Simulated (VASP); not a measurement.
# Zr3Cd2 in VASP: notebook

Zr3Cd2 is run at these levels: PBEsol; tasks: single point.

Everything below comes from runs of VASP 6.6.1. Logs are shortened: lines on timing, memory, paths and dates and some standing lists are left out, and cuts for length are marked.

**1. The cell of the first run**

Symmetry: P4/mmm, No. 123, tetragonal system. Conventional cell: a = 5.667 Å, b = 5.667 Å, c = 4.999 Å, α = 90.00°, β = 90.00°, γ = 90.00°. Zr (site symmetry mmm) has 2 Zr at 2.83 Å and 6 Cd at 2.83 to 3.78 Å within 3.8 Å. Within 3.7 Å of Zr (site symmetry 4/mmm) lie 4 Zr at 2.83 Å. Within 3.3 Å of Cd (site symmetry 4/mmm) lie 2 Cd at 2.50 Å. Within 3.3 Å of Cd (site symmetry 4/mmm) lie 2 Cd at 2.50 Å and 4 Zr at 2.83 Å.

**2. Single point, PBEsol (biaxial strain in the a-b plane: +3.0 %)**

Contents of INCAR:

```
SYSTEM = Zr3Cd2
PREC = Accurate
ENCUT = 520
EDIFF = 1E-6
ISMEAR = 0
SIGMA = 0.1
LREAL = .FALSE.
LASPH = .TRUE.
NELM = 60
ALGO = Fast
ISIF = 2
LWAVE = .FALSE.
LCHARG = .FALSE.
GGA = PS
NBANDS = 38
```

Contents of KPOINTS:

```
regular mesh
0
G
  8 8 8
  0 0 0
```

Contents of POSCAR:

```
Zr3Cd2
1.0
    5.6667897669      0.0000000000      0.0000000000
    0.0000000000      5.6667897669      0.0000000000
    0.0000000000      0.0000000000      4.9991073051
Zr Cd
3 2
Direct
    0.0000000000      0.5000000000      0.0000000000
    0.5000000000      0.0000000000      0.0000000000
    0.0000000000      0.0000000000      0.0000000000
    0.5000000000      0.5000000000      0.5000000000
    0.5000000000      0.5000000000      0.0000000000
```

Potentials or basis: VASP PAW PBE potentials, release 64 (Zr_sv, Cd).

Started as:

```sh
> cat potpaw_PBE.64/Zr_sv/POTCAR potpaw_PBE.64/Cd/POTCAR > POTCAR
> mpirun -np 1 vasp_std > vasp.out
```

OUTCAR:

```text
SYSTEM = Zr3Cd2
   PREC = Accurate
   ENCUT = 520
   EDIFF = 1E-6
   ISMEAR = 0
   LREAL = .FALSE.
   LASPH = .TRUE.
   NELM = 60
   ISIF = 2
   GGA = PS

 ion  position               nearest neighbor table
   1  0.000  0.500  0.000-   3 2.83   5 2.83   3 2.83   5 2.83   4 3.78   4 3.78   4 3.78   4 3.78

   2  0.500  0.000  0.000-   3 2.83   5 2.83   5 2.83   3 2.83   4 3.78   4 3.78   4 3.78   4 3.78

   3  0.000  0.000  0.000-   1 2.83   2 2.83   1 2.83   2 2.83
   4  0.500  0.500  0.500-   5 2.50   5 2.50   1 3.78   1 3.78   2 3.78   2 3.78   2 3.78   2 3.78
                             1 3.78   1 3.78
   5  0.500  0.500  0.000-   4 2.50   4 2.50   1 2.83   2 2.83   2 2.83   1 2.83

  LATTYP: Found a simple tetragonal cell.
 ALAT       =     5.6667897669
 C/A-ratio  =     0.8821762428

  Lattice vectors:

 A1 = (   5.6667897669,   0.0000000000,   0.0000000000)
 A2 = (   0.0000000000,   5.6667897669,   0.0000000000)
 A3 = (   0.0000000000,   0.0000000000,   4.9991073051)

Analysis of symmetry for initial positions (statically):
=====================================================================
 Subroutine PRICEL returns:
 Original cell was already a primitive cell.

 Routine SETGRP: Setting up the symmetry group for a
 simple tetragonal supercell.

 Subroutine GETGRP returns: Found 16 space group operations
 (whereof 16 operations were pure point group operations)
 out of a pool of 16 trial point group operations.

The static configuration has the point symmetry D_4h.

Analysis of symmetry for dynamics (positions and initial velocities):
=====================================================================
 Subroutine PRICEL returns:
 Original cell was already a primitive cell.

 Routine SETGRP: Setting up the symmetry group for a
 simple tetragonal supercell.

 Subroutine GETGRP returns: Found 16 space group operations
 (whereof 16 operations were pure point group operations)
 out of a pool of 16 trial point group operations.

The dynamic configuration has the point symmetry D_4h.

 Subroutine INISYM returns: Found 16 space group operations
 (whereof 16 operations are pure point group operations),
 and found     1 'primitive' translations

----------------------------------------------------------------------------------------

[... 91 lines left out ...]
   ICHARG =      2    charge: 1-file 2-atom 10-const
   ISPIN  =      1    spin polarized calculation?
   LNONCOLLINEAR =      F non collinear calculations
   LSORBIT =      F    spin-orbit coupling
   LASPH  =      T    aspherical Exc in radial PAW
   ENCUT  =  520.0 eV  38.22 Ry    6.18 a.u.  10.54 10.54  9.30*2*pi/ulx,y,z
   NELM   =     60;   NELMIN=  2; NELMDL= -5     # of ELM steps
   EDIFF  = 0.1E-05   stopping-criterion for ELM
   LREAL  =      F    real-space projection
   EDIFFG = 0.1E-04   stopping-criterion for IOM
   NSW    =      0    number of steps for IOM
   IBRION =     -1    ionic relax: 0-MD 1-quasi-New 2-CG
   NFREE  =      0    steps in history (QN), initial steepest desc. (CG)
   ISIF   =      2    stress and relaxation
   ISYM   =      2    0-nonsym 1-usesym 2-fastsym
   POTIM  = 0.5000    time-step for ionic-motion
   TEBEG  =    0.0;   TEEND  =   0.0 temperature during run
   PSTRESS=    0.0 pullay stress
   NELECT =      60.0000    total number of electrons
   NUPDOWN=      -1.0000    fix difference up-down
   EMIN   =  10.00;   EMAX   =-10.00  energy-range for DOS
   EFERMI =   0.00;   METHOD = LEGACY
   ISMEAR =     0;   SIGMA  =   0.10  broadening in eV -4-tet -1-fermi 0-gaus
   EFERMI_NEDOS =   21; number of points for ismear=-14 and -15
   IALGO  =     68    algorithm
   IMIX   =      4    mixing-type and parameters
     AMIX     =   0.40;   BMIX     =  1.00
     AMIX_MAG =   1.60;   BMIX_MAG =  1.00
  volume/ion in A,a.u.               =      32.11       216.67
  Fermi-wavevector in a.u.,A,eV,Ry     =   1.179242  2.228445 18.920428  1.390612
  Thomas-Fermi vector in A             =   2.315557
   LORBIT       =      0    0 simple, 1 ext, 2 COOP (PROOUT), +10 PAW based schemes
   GGA     = PS    functional components
   LHFCALC =     F    Hartree Fock is set to
   AEXX    =    0.0000 exact exchange contribution
   IVDW    =     0    specifies the selected vdW correction
   LEPSILON=     F    determine dielectric tensor
   LRPA    =     F    only Hartree local field effects (RPA)
 non-spin polarized calculation
 RMM-DIIS sequential band-by-band and
 Gauss-broadening in eV      SIGMA  =   0.10
  energy-cutoff  :      520.00
  volume of cell :      160.53
 maximum number of plane-waves:      4356
   NGX = 21   NGY = 21   NGZ = 19

 number of electron      59.9999995 magnetization

 Free energy of the ion-electron system (eV)
  ---------------------------------------------------
  ext. energy  EPLUGINS =         0.00000000
  ---------------------------------------------------
  free energy    TOTEN  =       -23.47990980 eV

  energy without entropy =      -23.44697450  energy(sigma->0) =      -23.46344215

 E-fermi :   3.4801     XC(G=0):  -9.2841

 val. band max:        3.4744361614   @ k =   0.1250   0.0000   0.1250
 cond. band min:       3.4812161265   @ k =   0.1250   0.1250   0.2500
 fundamental gap:      0.0067799651
 Fermi energy:         3.4800569544

 k-point     1 :       0.0000    0.0000    0.0000
  band No.  band energies     occupation
      1     -45.7367      2.00000
      2     -45.7058      2.00000
      3     -45.1044      2.00000
      4     -24.1251      2.00000
      5     -24.1251      2.00000
      6     -23.9113      2.00000
[... 973 lines left out ...]
     37       5.1183      0.00000
     38       5.1513      0.00000

 [... further k-points ...]
[... 5 lines left out ...]
  --------------------------------------------------------------------------------------
  -------------------------------------------------------------------------------------
  Total       -4.2175903     -4.2175903      2.1425582      0.0000000     -0.0000000      0.0000000
  in kB      -42.0928480    -42.0928480     21.3833898      0.0000000     -0.0000000      0.0000000
  external PRESSURE =     -20.9341021 kB  Pullay stress =       0.0000000 kB

 VOLUME and BASIS-vectors are now :
 -----------------------------------------------------------------------------
  energy-cutoff  :      520.00
  volume of cell :      160.53
      direct lattice vectors                 reciprocal lattice vectors
     5.666789767  0.000000000  0.000000000     0.176466755  0.000000000  0.000000000
     0.000000000  5.666789767  0.000000000     0.000000000  0.176466755  0.000000000
     0.000000000  0.000000000  4.999107305     0.000000000  0.000000000  0.200035714

 POSITION                                       TOTAL-FORCE (eV/Angst)
 -----------------------------------------------------------------------------------
      0.00000      2.83339      0.00000         0.000000      0.000000      0.000000
      2.83339      0.00000      0.00000         0.000000      0.000000      0.000000
      0.00000      0.00000      0.00000         0.000000      0.000000      0.000000
      2.83339      2.83339      2.49955         0.000000      0.000000      0.000000
      2.83339      2.83339      0.00000         0.000000      0.000000      0.000000
 -----------------------------------------------------------------------------------
    total drift:                                0.000000      0.000000     -0.000000

  FREE ENERGIE OF THE ION-ELECTRON SYSTEM (eV)
  ---------------------------------------------------
  free  energy   TOTEN  =       -23.4799098013 eV

  energy  without entropy=      -23.4469744951  energy(sigma->0) =      -23.46344215
```

OSZICAR:

```text
N       E                     dE             d eps       ncg     rms          rms(c)
DAV:   1     0.581984339482E+03    0.58198E+03   -0.30716E+04  5700   0.150E+03
DAV:   2     0.174425201026E+02   -0.56454E+03   -0.55189E+03  6228   0.431E+02
DAV:   3    -0.226708474853E+02   -0.40113E+02   -0.39053E+02  9190   0.951E+01
[... 14 lines left out ...]
RMM:  18    -0.234799034367E+02   -0.45789E-05   -0.45634E-05  7346   0.139E-02    0.198E-03
RMM:  19    -0.234799060421E+02   -0.26054E-05   -0.29033E-05  6876   0.108E-02    0.200E-03
RMM:  20    -0.234799078034E+02   -0.17614E-05   -0.19327E-05  6160   0.884E-03    0.265E-03
RMM:  21    -0.234799090101E+02   -0.12067E-05   -0.13434E-05  5471   0.736E-03    0.279E-03
RMM:  22    -0.234799098013E+02   -0.79123E-06   -0.93689E-06  5071   0.634E-03
   1 F= -.23479910E+02 E0= -.23463442E+02  d E =-.329353E-01
```

Wall time 5.6 min (1 thread of Intel Xeon 6975P-C (Granite Rapids), shared host); peak memory 0.51 GiB.

What came out:

```
Free energy            : -23.4799 eV
Pressure               : -2.1 GPa
Band gap on the k mesh : zero (bands 30 and 31 overlap by 1.06 eV)
```

Caveat: the cell differs from its parent crystal (biaxial strain in the a-b plane: +3.0 %); the PAW data sets were made with another functional, which shifts forces and pressure a little.

**3. Single point, PBEsol (biaxial strain in the a-b plane: +3.0 %, then relaxed in part)**

Contents of INCAR:

```
SYSTEM = Zr3Cd2
PREC = Accurate ; ENCUT = 520
EDIFF = 1E-6 ; ISMEAR = 0
SIGMA = 0.1 ; LREAL = .False.
LASPH = .True. ; NELM = 80
ALGO = Fast ; ISIF = 2
LWAVE = .False. ; LCHARG = .True.
GGA = PS ; LELF = .True.
LVHAR = .True. ; NBANDS = 38
```

Contents of KPOINTS:

```
Automatic mesh
0
Gamma
  8 8 8
  0 0 0
```

Changes to POSCAR since step 2:

```diff
@@ -4,3 +4,3 @@
     0.0000000000      5.6667897669      0.0000000000
-    0.0000000000      0.0000000000      4.9991073051
+    0.0000000000      0.0000000000      5.0813302819
 Zr Cd
```

Potentials or basis: VASP PAW PBE potentials, release 64 (Zr_sv, Cd).

Started as:

```sh
> cat potpaw_PBE.64/Zr_sv/POTCAR potpaw_PBE.64/Cd/POTCAR > POTCAR
> mpirun -np 1 vasp_std > vasp.out
```

Wall time 5.8 min (1 thread of Intel Xeon 6975P-C (Granite Rapids), shared host); peak memory 0.51 GiB.

Results (log left out):

* Free energy: -23.5006 eV
* Pressure: -2.7 GPa
* Band gap on the k mesh: zero (bands 30 and 31 overlap by 0.98 eV)

Stress tensor (GPa, compression positive):
```
-4.20  0.00  0.00
 0.00 -4.20  0.00
 0.00  0.00  0.37
```

Levels at points of the mesh, in eV from the Fermi level:
```
           k point  band 26  band 27  band 28  band 29  band 30  band 31  band 32  band 33  band 34  band 35
(0.00, 0.00, 0.00)    -1.48    -1.10    -0.66    -0.66    -0.22    -0.22    -0.10     0.59     1.33     1.37
(0.50, 0.00, 0.00)    -1.22    -1.04    -0.55    -0.33    -0.18     0.35     0.70     0.83     1.12     1.15
(0.50, 0.50, 0.00)    -1.33    -0.72    -0.06    -0.06     0.21     0.65     0.65     0.92     1.00     1.00
(0.00, 0.00, 0.50)    -1.69    -1.45    -1.17    -1.17     0.76     0.80     0.80     1.08     1.08     1.74
(0.50, 0.00, 0.50)    -1.56    -0.89    -0.86    -0.79     0.26     0.47     0.83     0.91     1.04     1.50
(0.50, 0.50, 0.50)    -1.91    -0.59    -0.35    -0.35     0.19     0.67     0.67     1.29     1.38     1.43
```

Caveat: the cell differs from its parent crystal (biaxial strain in the a-b plane: +3.0 %, then relaxed in part); the PAW data sets were made with another functional, which shifts forces and pressure a little.

**4. Single point, PBEsol (biaxial strain in the a-b plane: +4.5 %)**

Contents of INCAR:

```
PREC = Accurate
ENCUT = 520
EDIFF = 1E-6
ISMEAR = 0
SIGMA = 0.1
LREAL = F
LASPH = T
NELM = 80
ALGO = Fast
ISIF = 2
LWAVE = F
LCHARG = T
GGA = PS
LELF = T
LVHAR = T
NBANDS = 38
```

Contents of KPOINTS:

```
regular mesh
0
Gamma
  8 8 8
```

Changes to POSCAR since step 3:

```diff
@@ -2,5 +2,5 @@
 1.0
-    5.6667897669      0.0000000000      0.0000000000
-    0.0000000000      5.6667897669      0.0000000000
-    0.0000000000      0.0000000000      5.0813302819
+    5.7493158315      0.0000000000      0.0000000000
+    0.0000000000      5.7493158315      0.0000000000
+    0.0000000000      0.0000000000      4.9532906393
 Zr Cd
```

Started as:

```sh
> cat potpaw_PBE.64/Zr_sv/POTCAR potpaw_PBE.64/Cd/POTCAR > POTCAR
> mpirun -np 1 vasp_std > vasp.out
```

Run time: 6.1 min. Hardware: 1 thread of Intel Xeon 6975P-C (Granite Rapids), shared host; peak memory 0.55 GiB.

It converged, with:

| Property | Result |
| --- | --- |
| Free energy | -23.3064 eV |
| Pressure | -3.0 GPa |
| Band gap on the k mesh | zero (bands 30 and 31 overlap by 1.08 eV) |

Stress tensor (GPa, compression positive):
```
-6.01  0.00  0.00
 0.00 -6.01  0.00
 0.00  0.00  3.07
```

Levels at points of the mesh, in eV from the Fermi level:
```
           k point  band 27  band 28  band 29  band 30  band 31  band 32  band 33  band 34
(0.00, 0.00, 0.00)    -0.99    -0.55    -0.55    -0.35    -0.35     0.09     0.47     1.32
(0.50, 0.00, 0.00)    -0.88    -0.45    -0.33    -0.17     0.32     0.75     0.76     0.98
(0.50, 0.50, 0.00)    -0.86    -0.06    -0.06     0.30     0.58     0.58     0.98     1.05
(0.00, 0.00, 0.50)    -1.40    -1.15    -1.15     0.73     0.73     0.93     1.07     1.07
(0.50, 0.00, 0.50)    -0.83    -0.82    -0.80     0.20     0.47     0.74     0.85     1.13
(0.50, 0.50, 0.50)    -0.61    -0.37    -0.37     0.11     0.62     0.62     1.27     1.29
```

Caveat: the cell differs from its parent crystal (biaxial strain in the a-b plane: +4.5 %); the PAW data sets were made with another functional, which shifts forces and pressure a little.

**5. Single point, PBEsol**

This run uses another cell than the first one, of 30.87 Å³/atom.

Contents of INCAR:

```
SYSTEM = Zr3Cd2
ALGO = Fast
EDIFF = 1E-6
ENCUT = 520
GGA = PS
ISIF = 2
ISMEAR = 0
LASPH = .True.
LCHARG = .False.
LREAL = .False.
LWAVE = .False.
NBANDS = 38
NELM = 80
PREC = Accurate
SIGMA = 0.1
```

Contents of KPOINTS:

```
k-points
0
Gamma
  8 6 6
  0 0 0
```

Contents of POSCAR:

```
Zr3Cd2
1.0
    5.5010262816      0.0000000000      0.0000000000
    0.0000000000      5.0911107644      0.0000000000
    0.0000000000      0.0000000000      5.5118930223
Zr Cd
3 2
Direct
    0.0000000000      0.0000000000      0.5000000000
    0.5000000000      0.0000000000      0.0000000000
    0.0000000000      0.0000000000      0.0000000000
    0.5000000000      0.5000000000      0.5000000000
    0.5000000000      0.0000000000      0.5000000000
```

Started as:

```sh
> cat potpaw_PBE.64/Zr_sv/POTCAR potpaw_PBE.64/Cd/POTCAR > POTCAR
> mpirun -np 1 vasp_std > vasp.out
```

Run time: 19 min. Hardware: 1 thread of Oxide Virtual Turin-like, shared host; peak memory 0.48 GiB.

The run converged. Its results:

```yaml
Free_energy: -23.6387 eV
Pressure: 0.2 GPa
Band_gap_on_the_k_mesh: zero (bands 30 and 31 overlap by 0.99 eV)
```

Stress tensor (GPa, compression positive):
```
0.18 0.00 0.00
0.00 0.38 0.00
0.00 0.00 0.17
```

Levels at points of the mesh, in eV from the Fermi level:
```
           k point  band 28  band 29  band 30  band 31  band 32  band 33
(0.00, 0.00, 0.00)    -0.84    -0.81    -0.27    -0.14    -0.12     0.70
(0.50, 0.00, 0.00)    -0.69    -0.41    -0.22     0.37     0.66     1.07
(0.00, 0.50, 0.00)    -1.33    -1.30     0.65     0.88     0.89     1.20
(0.50, 0.50, 0.00)    -0.97    -0.87     0.29     0.48     0.98     1.02
(0.00, 0.00, 0.50)    -0.73    -0.41    -0.21     0.40     0.70     1.10
(0.50, 0.00, 0.50)    -0.12    -0.11     0.14     0.77     0.79     0.90
(0.00, 0.50, 0.50)    -1.01    -0.86     0.30     0.51     1.00     1.01
(0.50, 0.50, 0.50)    -0.41    -0.40     0.47     0.78     0.79     1.32
```

Caveat: the PAW data sets were made with another functional, which shifts forces and pressure a little.

(Part 1 of 2 ends here.)
